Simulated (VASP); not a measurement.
# CuO (P1) in VASP: notebook

CuO is run at these levels: PBE+U; tasks: single point.

All numbers are computed with VASP 6.6.1; they aren't measurements. Logs are shortened: lines on timing, memory, paths and dates and some standing lists are left out, and cuts for length are marked.

## (1) The cell of the first run

The typed cell holds 4 atoms: a = 2.993 Å, b = 2.993 Å, c = 5.184 Å, α = 73.22°, β = 73.22°, γ = 60.00°.

## (2) Single point, PBE+U

File INCAR:

```
SYSTEM = CuO
ALGO = Normal ; EDIFF = 1E-7
ENCUT = 520 ; GGA = PE
ISIF = 2 ; ISMEAR = -1
LASPH = .True. ; LCHARG = .False.
LDAU = .True. ; LDAUJ = 0 0
LDAUL = 2 -1 ; LDAUPRINT = 1
LDAUTYPE = 2 ; LDAUU = 1 0
LMAXMIX = 4 ; LREAL = .False.
LWAVE = .False. ; NBANDS = 25
NELM = 150 ; PREC = Accurate
SIGMA = 0.05
```

File KPOINTS:

```
k-points
0
Gamma
  10 10 6
  0 0 0
```

File POSCAR:

```
CuO
1.0
    0.0000000000     -2.1165600000     -2.1165600000
   -2.1165600000      0.0000000000     -2.1165600000
    2.1165600000      2.1165600000     -4.2331200000
Cu O
2 2
Direct
    0.5038875400      0.4769880100      0.4880064000
    0.0038875400      0.9769880100      0.9880064000
    0.7461124600      0.7730119900      0.7619936000
    0.2461124600      0.2730119900      0.2619936000
```

Potentials or basis: VASP PAW PBE potentials, release 64 (Cu, O).

The run is started by

```bash
cat potpaw_PBE.64/Cu/POTCAR potpaw_PBE.64/O/POTCAR > POTCAR
mpirun -np 1 vasp_std > vasp.out
```

OUTCAR:

```text
SYSTEM = CuO
   EDIFF = 1E-7
   ENCUT = 520
   GGA = PE
   ISIF = 2
   ISMEAR = -1
   LASPH = .True.
   LREAL = .False.
   NELM = 150
   PREC = Accurate

 ion  position               nearest neighbor table
   1  0.504  0.477  0.488-   4 1.94   4 2.06   3 2.08   4 2.17   3 2.19   3 2.30
   2  0.004  0.977  0.988-   3 1.94   3 2.06   4 2.08   3 2.17   4 2.19   4 2.30
   3  0.746  0.773  0.762-   2 1.94   2 2.06   1 2.08   2 2.17   1 2.19   1 2.30
   4  0.246  0.273  0.262-   1 1.94   1 2.06   2 2.08   1 2.17   2 2.19   2 2.30

  LATTYP: Found a trigonal (rhomboedric) cell.
 ALAT       =     5.1844920100
 COS(alpha) =     0.8333333333

  Lattice vectors:

 A1 = (   2.1165600000,   4.2331200000,  -2.1165600000)
 A2 = (   4.2331200000,   2.1165600000,  -2.1165600000)
 A3 = (   2.1165600000,   2.1165600000,  -4.2331200000)

Analysis of symmetry for initial positions (statically):
=====================================================================
 Subroutine PRICEL returns following result:

  LATTYP: Found a face centered cubic cell.
 ALAT       =     4.2331200000

  Lattice vectors:

 A1 = (   0.0000000000,  -2.1165600000,   2.1165600000)
 A2 = (   2.1165600000,  -2.1165600000,   0.0000000000)
 A3 = (   2.1165600000,   0.0000000000,   2.1165600000)

   2 primitive cells build up your supercell.

 Routine SETGRP: Setting up the symmetry group for a
 trigonal (rhombohedral) supercell.

 Subroutine GETGRP returns: Found  1 space group operations
 (whereof  1 operations were pure point group operations)
 out of a pool of 12 trial point group operations.

The static configuration has the point symmetry C_1 .

Analysis of symmetry for dynamics (positions and initial velocities):
=====================================================================
 Subroutine PRICEL returns following result:

  LATTYP: Found a face centered cubic cell.
 ALAT       =     4.2331200000

  Lattice vectors:

 A1 = (   0.0000000000,  -2.1165600000,   2.1165600000)
 A2 = (   2.1165600000,  -2.1165600000,   0.0000000000)
 A3 = (   2.1165600000,   0.0000000000,   2.1165600000)

   2 primitive cells build up your supercell.

 Routine SETGRP: Setting up the symmetry group for a
 trigonal (rhombohedral) supercell.

 Subroutine GETGRP returns: Found  1 space group operations
 (whereof  1 operations were pure point group operations)
 out of a pool of 12 trial point group operations.

The dynamic configuration has the point symmetry C_1 .

 Subroutine INISYM returns: Found  1 space group operations
 (whereof  1 operations are pure point group operations),
 and found     2 'primitive' translations

----------------------------------------------------------------------------------------

                                     Primitive cell

  volume of cell :      18.9636

  direct lattice vectors                    reciprocal lattice vectors
     0.000000000 -2.116560000  2.116560000    -0.236232377 -0.236232377  0.236232377
     2.116560000 -2.116560000  0.000000000     0.236232377 -0.236232377 -0.236232377
     2.116560000  0.000000000  2.116560000     0.236232377  0.236232377  0.236232377

  length of vectors
     2.993267858  2.993267858  2.993267858     0.409166479  0.409166479  0.409166479

  position of ions in fractional coordinates (direct lattice)
     0.023987200  0.991893940  0.019124450
     0.476012800  0.508106060  0.480875550

  ion indices of the primitive-cell ions
   primitive index   ion index
                 1           1
                 2           4

----------------------------------------------------------------------------------------

 KPOINTS: k-points

Automatic generation of k-mesh.
 Grid dimensions read from file:
 generate k-points for:   10   10    6

 Generating k-lattice:

  Cartesian coordinates                     Fractional coordinates (reciprocal lattice)
     0.011811619 -0.035434857 -0.011811619     0.100000000  0.000000000  0.000000000
    -0.035434857  0.011811619 -0.011811619     0.000000000  0.100000000  0.000000000
     0.019686031  0.019686031 -0.019686031     0.000000000  0.000000000  0.166666667

[... 74 lines left out ...]
   LSORBIT =      F    spin-orbit coupling
   LASPH  =      T    aspherical Exc in radial PAW
   ENCUT  =  520.0 eV  38.22 Ry    6.18 a.u.   5.57  5.57  9.64*2*pi/ulx,y,z
   NELM   =    150;   NELMIN=  2; NELMDL= -5     # of ELM steps
   EDIFF  = 0.1E-06   stopping-criterion for ELM
   LREAL  =      F    real-space projection
   EDIFFG = 0.1E-05   stopping-criterion for IOM
   NSW    =      0    number of steps for IOM
   IBRION =     -1    ionic relax: 0-MD 1-quasi-New 2-CG
   NFREE  =      0    steps in history (QN), initial steepest desc. (CG)
   ISIF   =      2    stress and relaxation
   ISYM   =      2    0-nonsym 1-usesym 2-fastsym
   POTIM  = 0.5000    time-step for ionic-motion
   TEBEG  =    0.0;   TEEND  =   0.0 temperature during run
   PSTRESS=    0.0 pullay stress
   NELECT =      34.0000    total number of electrons
   NUPDOWN=      -1.0000    fix difference up-down
   EMIN   =  10.00;   EMAX   =-10.00  energy-range for DOS
   EFERMI =   0.00;   METHOD = LEGACY
   ISMEAR =    -1;   SIGMA  =   0.05  broadening in eV -4-tet -1-fermi 0-gaus
   EFERMI_NEDOS =   21; number of points for ismear=-14 and -15
   IALGO  =     38    algorithm
   IMIX   =      4    mixing-type and parameters
     AMIX     =   0.40;   BMIX     =  1.00
     AMIX_MAG =   1.60;   BMIX_MAG =  1.00
  volume/ion in A,a.u.               =       9.48        63.99
  Fermi-wavevector in a.u.,A,eV,Ry     =   1.578522  2.982973 33.902055  2.491731
  Thomas-Fermi vector in A             =   2.679040
   LORBIT       =      0    0 simple, 1 ext, 2 COOP (PROOUT), +10 PAW based schemes
 LDA+U is selected, type is set to LDAUTYPE =  2
   angular momentum for each species LDAUL =     2   -1
   U (eV)           for each species LDAUU =   1.0  0.0
   J (eV)           for each species LDAUJ =   0.0  0.0
   GGA     = PE    functional components
   LHFCALC =     F    Hartree Fock is set to
   AEXX    =    0.0000 exact exchange contribution
   IVDW    =     0    specifies the selected vdW correction
   LEPSILON=     F    determine dielectric tensor
   LRPA    =     F    only Hartree local field effects (RPA)
 non-spin polarized calculation
  energy-cutoff  :      520.00
  volume of cell :       37.93
 maximum number of plane-waves:      1047
 NGX is ok and might be reduce to    24
   NGX = 11   NGY = 11   NGZ = 19

atom =   1  type =  1  l = 2

 onsite density matrix

spin component  1

  0.9614  0.0001  0.0006 -0.0001 -0.0000
  0.0001  0.9601 -0.0013 -0.0000  0.0021
  0.0006 -0.0013  0.8551  0.0008  0.0004
 -0.0001 -0.0000  0.0008  0.9603  0.0015
 -0.0000  0.0021  0.0004  0.0015  0.8651

spin component  2

  0.9614  0.0001  0.0006 -0.0001 -0.0000
  0.0001  0.9601 -0.0013 -0.0000  0.0021
  0.0006 -0.0013  0.8551  0.0008  0.0004
 -0.0001 -0.0000  0.0008  0.9603  0.0015
 -0.0000  0.0021  0.0004  0.0015  0.8651

 occupancies and eigenvectors

  o =  0.8551  v = -0.0059  0.0129  0.9990 -0.0072 -0.0406  0.0000  0.0000  0.0000  0.0000  0.0000      0.0000  0.0000  0.0000  0.0000  0.0000  0.0000  0.0000  0.0000  0.0000  0.0000
  o =  0.8551  v =  0.0000  0.0000  0.0000  0.0000  0.0000 -0.0059  0.0129  0.9990 -0.0072 -0.0406      0.0000  0.0000  0.0000  0.0000  0.0000  0.0000  0.0000  0.0000  0.0000  0.0000
  o =  0.8651  v =  0.0000  0.0000  0.0000  0.0000  0.0000  0.0000 -0.0215  0.0408 -0.0162  0.9988      0.0000  0.0000  0.0000  0.0000  0.0000  0.0000  0.0000  0.0000  0.0000  0.0000
  o =  0.8651  v =  0.0000 -0.0215  0.0408 -0.0162  0.9988  0.0000  0.0000  0.0000  0.0000  0.0000      0.0000  0.0000  0.0000  0.0000  0.0000  0.0000  0.0000  0.0000  0.0000  0.0000
  o =  0.9602  v =  0.0528 -0.9796  0.0136  0.1926 -0.0186  0.0000  0.0000  0.0000  0.0000  0.0000      0.0000  0.0000  0.0000  0.0000  0.0000  0.0000  0.0000  0.0000  0.0000  0.0000
  o =  0.9602  v =  0.0000  0.0000  0.0000  0.0000  0.0000  0.0528 -0.9796  0.0136  0.1926 -0.0186      0.0000  0.0000  0.0000  0.0000  0.0000  0.0000  0.0000  0.0000  0.0000  0.0000
  o =  0.9603  v = -0.0860 -0.1963 -0.0058 -0.9766 -0.0198  0.0000  0.0000  0.0000  0.0000  0.0000      0.0000  0.0000  0.0000  0.0000  0.0000  0.0000  0.0000  0.0000  0.0000  0.0000
  o =  0.9603  v =  0.0000  0.0000  0.0000  0.0000  0.0000 -0.0860 -0.1963 -0.0058 -0.9766 -0.0198      0.0000  0.0000  0.0000  0.0000  0.0000  0.0000  0.0000  0.0000  0.0000  0.0000
  o =  0.9614  v =  0.0000  0.0000  0.0000  0.0000  0.0000  0.9949  0.0351  0.0047 -0.0946 -0.0010      0.0000  0.0000  0.0000  0.0000  0.0000  0.0000  0.0000  0.0000  0.0000  0.0000
  o =  0.9614  v =  0.9949  0.0351  0.0047 -0.0946 -0.0010  0.0000  0.0000  0.0000  0.0000  0.0000      0.0000  0.0000  0.0000  0.0000  0.0000  0.0000  0.0000  0.0000  0.0000  0.0000

atom =   2  type =  1  l = 2

 onsite density matrix

spin component  1

  0.9614  0.0001  0.0006 -0.0001 -0.0000
  0.0001  0.9601 -0.0013 -0.0000  0.0021
  0.0006 -0.0013  0.8551  0.0008  0.0004
 -0.0001 -0.0000  0.0008  0.9603  0.0015
 -0.0000  0.0021  0.0004  0.0015  0.8651

spin component  2

  0.9614  0.0001  0.0006 -0.0001 -0.0000
  0.0001  0.9601 -0.0013 -0.0000  0.0021
  0.0006 -0.0013  0.8551  0.0008  0.0004
 -0.0001 -0.0000  0.0008  0.9603  0.0015
 -0.0000  0.0021  0.0004  0.0015  0.8651

 occupancies and eigenvectors

  o =  0.8551  v = -0.0059  0.0129  0.9990 -0.0072 -0.0406  0.0000  0.0000  0.0000  0.0000  0.0000      0.0000  0.0000  0.0000  0.0000  0.0000  0.0000  0.0000  0.0000  0.0000  0.0000
  o =  0.8551  v =  0.0000  0.0000  0.0000  0.0000  0.0000 -0.0059  0.0129  0.9990 -0.0072 -0.0406      0.0000  0.0000  0.0000  0.0000  0.0000  0.0000  0.0000  0.0000  0.0000  0.0000
  o =  0.8651  v =  0.0000  0.0000  0.0000  0.0000  0.0000  0.0000 -0.0215  0.0408 -0.0162  0.9988      0.0000  0.0000  0.0000  0.0000  0.0000  0.0000  0.0000  0.0000  0.0000  0.0000
  o =  0.8651  v =  0.0000 -0.0215  0.0408 -0.0162  0.9988  0.0000  0.0000  0.0000  0.0000  0.0000      0.0000  0.0000  0.0000  0.0000  0.0000  0.0000  0.0000  0.0000  0.0000  0.0000
  o =  0.9602  v =  0.0528 -0.9796  0.0136  0.1926 -0.0186  0.0000  0.0000  0.0000  0.0000  0.0000      0.0000  0.0000  0.0000  0.0000  0.0000  0.0000  0.0000  0.0000  0.0000  0.0000
  o =  0.9602  v =  0.0000  0.0000  0.0000  0.0000  0.0000  0.0528 -0.9796  0.0136  0.1926 -0.0186      0.0000  0.0000  0.0000  0.0000  0.0000  0.0000  0.0000  0.0000  0.0000  0.0000
  o =  0.9603  v = -0.0860 -0.1963 -0.0058 -0.9766 -0.0198  0.0000  0.0000  0.0000  0.0000  0.0000      0.0000  0.0000  0.0000  0.0000  0.0000  0.0000  0.0000  0.0000  0.0000  0.0000
  o =  0.9603  v =  0.0000  0.0000  0.0000  0.0000  0.0000 -0.0860 -0.1963 -0.0058 -0.9766 -0.0198      0.0000  0.0000  0.0000  0.0000  0.0000  0.0000  0.0000  0.0000  0.0000  0.0000
  o =  0.9614  v =  0.0000  0.0000  0.0000  0.0000  0.0000  0.9949  0.0351  0.0047 -0.0946 -0.0010      0.0000  0.0000  0.0000  0.0000  0.0000  0.0000  0.0000  0.0000  0.0000  0.0000
  o =  0.9614  v =  0.9949  0.0351  0.0047 -0.0946 -0.0010  0.0000  0.0000  0.0000  0.0000  0.0000      0.0000  0.0000  0.0000  0.0000  0.0000  0.0000  0.0000  0.0000  0.0000  0.0000

 number of electron      33.9999995 magnetization

 Free energy of the ion-electron system (eV)
  ---------------------------------------------------
  ext. energy  EPLUGINS =         0.00000000
  ---------------------------------------------------
  free energy    TOTEN  =       -18.12013211 eV

  energy without entropy =      -18.09498534  energy(sigma->0) =      -18.10755872

 E-fermi :   6.0941     XC(G=0): -12.3987

 val. band max:        6.0923955126   @ k =   0.1000   0.0000   0.3333
 cond. band min:       6.0941295888   @ k =  -0.1000   0.0000   0.1667
 fundamental gap:      0.0017340763
 Fermi energy:         6.0940895849

 k-point     1 :       0.0000    0.0000    0.0000
  band No.  band energies     occupation
      1     -13.4314      2.00000
      2     -12.1785      2.00000
      3      -1.3363      2.00000
      4       1.0480      2.00000
      5       1.2158      2.00000
      6       2.5945      2.00000
[... 661 lines left out ...]
     24      17.6101      0.00000
     25      20.0867      0.00000

 [... further k-points ...]
[... 5 lines left out ...]
  --------------------------------------------------------------------------------------
  -------------------------------------------------------------------------------------
  Total        0.5543974      0.7315552      2.4093088      0.0537454      0.2471240     -0.1638429
  in kB       23.4196287     30.9033750    101.7773910      2.2703875     10.4393560     -6.9212825
  external PRESSURE =      52.0334649 kB  Pullay stress =       0.0000000 kB

 VOLUME and BASIS-vectors are now :
 -----------------------------------------------------------------------------
  energy-cutoff  :      520.00
  volume of cell :       37.93
      direct lattice vectors                 reciprocal lattice vectors
     0.000000000 -2.116560000 -2.116560000     0.118116189 -0.354348566 -0.118116189
    -2.116560000  0.000000000 -2.116560000    -0.354348566  0.118116189 -0.118116189
     2.116560000  2.116560000 -4.233120000     0.118116189  0.118116189 -0.118116189

 POSITION                                       TOTAL-FORCE (eV/Angst)
 -----------------------------------------------------------------------------------
      0.02332     -0.03361     -4.14187        -0.228121      0.326336     -1.171028
      0.02332      2.08295     -6.25843        -0.228121      0.326336     -1.171028
     -0.02332      0.03361     -6.44093         0.228121     -0.326336      1.171028
     -0.02332      0.03361     -2.20781         0.228121     -0.326336      1.171028
 -----------------------------------------------------------------------------------
    total drift:                                0.000042     -0.001224      0.000068

  FREE ENERGIE OF THE ION-ELECTRON SYSTEM (eV)
  ---------------------------------------------------
  free  energy   TOTEN  =       -18.1201321109 eV

  energy  without entropy=      -18.0949853353  energy(sigma->0) =      -18.10755872
```

It took 4.4 min on 1 thread of Oxide Virtual Turin-like, shared host; peak memory 0.31 GiB.

What came out:

```yaml
Free_energy: -18.1201 eV
Pressure: 5.2 GPa
Largest_force: 1.237 eV/Å
Band_gap_on_the_k_mesh: zero (bands 17 and 18 overlap by 1.15 eV)
```

Forces on the atoms (eV/Å):
```
Cu  -0.228  0.326 -1.171
Cu  -0.228  0.326 -1.171
O    0.228 -0.326  1.171
O    0.228 -0.326  1.171
```

Levels at points of the mesh, in eV from the Fermi level:
| k point | band 13 | band 14 | band 15 | band 16 | band 17 | band 18 | band 19 | band 20 | band 21 | band 22 |
| --- | --- | --- | --- | --- | --- | --- | --- | --- | --- | --- |
| (0.00, 0.00, 0.00) | -1.63 | -1.57 | -1.55 | -1.14 | 0.54 | 0.70 | 1.54 | 6.03 | 9.58 | 14.02 |
| (0.50, 0.00, 0.00) | -1.71 | -1.71 | -0.77 | -0.77 | -0.29 | -0.29 | 7.29 | 7.29 | 9.69 | 9.69 |
| (0.00, 0.50, 0.00) | -1.65 | -1.65 | -0.63 | -0.63 | -0.30 | -0.30 | 7.31 | 7.31 | 9.63 | 9.63 |
| (0.50, 0.50, 0.00) | -1.87 | -1.87 | -1.62 | -1.58 | 0.51 | 0.66 | 5.68 | 6.04 | 9.58 | 10.99 |
| (0.00, 0.00, 0.50) | -1.99 | -1.99 | -0.17 | -0.17 | -0.04 | -0.04 | 4.31 | 4.31 | 12.13 | 12.13 |
| (0.50, 0.00, 0.50) | -1.84 | -1.70 | -1.60 | -1.54 | 0.48 | 0.60 | 5.73 | 6.06 | 9.58 | 10.76 |
| (0.00, 0.50, 0.50) | -1.84 | -1.68 | -1.54 | -1.54 | 0.70 | 0.75 | 5.74 | 5.98 | 9.57 | 10.74 |
| (0.50, 0.50, 0.50) | -1.73 | -1.73 | -0.75 | -0.75 | -0.45 | -0.45 | 7.27 | 7.27 | 9.80 | 9.80 |

Eigenvalues of the final occupation matrices:
```csv
site,spin,trace,eigenvalues
site 1 d,1,4.60,0.86 0.87 0.96 0.96 0.96
site 1 d,2,4.60,0.86 0.87 0.96 0.96 0.96
site 2 d,1,4.60,0.86 0.87 0.96 0.96 0.96
site 2 d,2,4.60,0.86 0.87 0.96 0.96 0.96
```

Caveat: the stress differs along the axes, from 2 to 10 GPa; U without spin polarisation on a metal has little footing; forces of over 1 eV/Å act on the atoms, so gaps and moduli don't describe the material at rest.

## (3) Single point, PBE+U

File INCAR:

```
ALGO     = Normal         # electronic algorithm
EDIFF    = 1E-6           # SCF threshold, eV
ENCUT    = 520            # plane-wave cutoff, eV
GGA      = PE             # functional
ISIF     = 2              # what is computed and relaxed
ISMEAR   = -1             # smearing method
LASPH    = True           # aspherical terms in the spheres
LCHARG   = False          # write CHGCAR
LDAU     = True           # DFT+U
LDAUJ    = 0 0          
LDAUL    = 2 -1           # shell
LDAUPRINT= 1            
LDAUTYPE = 2            
LDAUU    = 8 0            # U, eV
LMAXMIX  = 4              # l up to which the mixer works
LREAL    = False          # projectors in reciprocal space
LWAVE    = False          # write WAVECAR
NBANDS   = 25             # bands
NELM     = 150            # most SCF steps
PREC     = Accurate       # precision mode
SIGMA    = 0.05           # smearing width, eV
```

File KPOINTS:

```
k-points
0
Gamma
  10 10 6
```

POSCAR is that of step 2.

Potentials or basis: VASP PAW PBE potentials, release 64 (Cu, O).

The run is started by

```bash
cat potpaw_PBE.64/Cu/POTCAR potpaw_PBE.64/O/POTCAR > POTCAR
mpirun -np 1 vasp_std > vasp.out
```

Wall time 4.1 min (1 thread of Oxide Virtual Turin-like, shared host); peak memory 0.31 GiB.

The run converged. Its results:

| Property | Result |
| --- | --- |
| Free energy | -13.7663 eV |
| Pressure | -1.0 GPa |
| Largest force | 1.065 eV/Å |
| Band gap on the k mesh | zero (bands 17 and 18 overlap by 1.21 eV) |

Forces in eV/Å, atoms in the order of the input:
```
Cu  -0.206  0.294 -1.003
Cu  -0.206  0.294 -1.003
O    0.206 -0.294  1.003
O    0.206 -0.294  1.003
```

Stress tensor (GPa, compression positive):
```
-2.94  0.17 -0.51
 0.17 -2.30  0.75
-0.51  0.75  2.11
```

Levels at points of the mesh, in eV from the Fermi level:
```tsv
k point	band 15	band 16	band 17	band 18	band 19	band 20
(0.00, 0.00, 0.00)	-1.29	-0.94	0.56	0.72	2.62	7.11
(0.50, 0.00, 0.00)	-0.96	-0.96	-0.35	-0.35	8.36	8.36
(0.00, 0.50, 0.00)	-0.79	-0.79	-0.34	-0.34	8.37	8.37
(0.50, 0.50, 0.00)	-2.39	-2.16	0.54	0.68	6.95	7.12
(0.00, 0.00, 0.50)	-0.14	-0.14	0.03	0.03	5.29	5.29
(0.50, 0.00, 0.50)	-2.19	-1.91	0.55	0.59	7.00	7.14
(0.00, 0.50, 0.50)	-2.16	-1.89	0.68	0.78	7.00	7.08
(0.50, 0.50, 0.50)	-0.89	-0.89	-0.52	-0.52	8.33	8.33
```

Eigenvalues of the final occupation matrices:
```tsv
site	spin	trace	eigenvalues
site 1 d	1	4.71	0.89 0.90 0.97 0.97 0.97
site 1 d	2	4.71	0.89 0.90 0.97 0.97 0.97
site 2 d	1	4.71	0.89 0.90 0.97 0.97 0.97
site 2 d	2	4.71	0.89 0.90 0.97 0.97 0.97
```

Caveat: the stress differs along the axes, from -3 to 2 GPa; U without spin polarisation on a metal has little footing; forces of over 1 eV/Å act on the atoms, so gaps and moduli don't describe the material at rest.
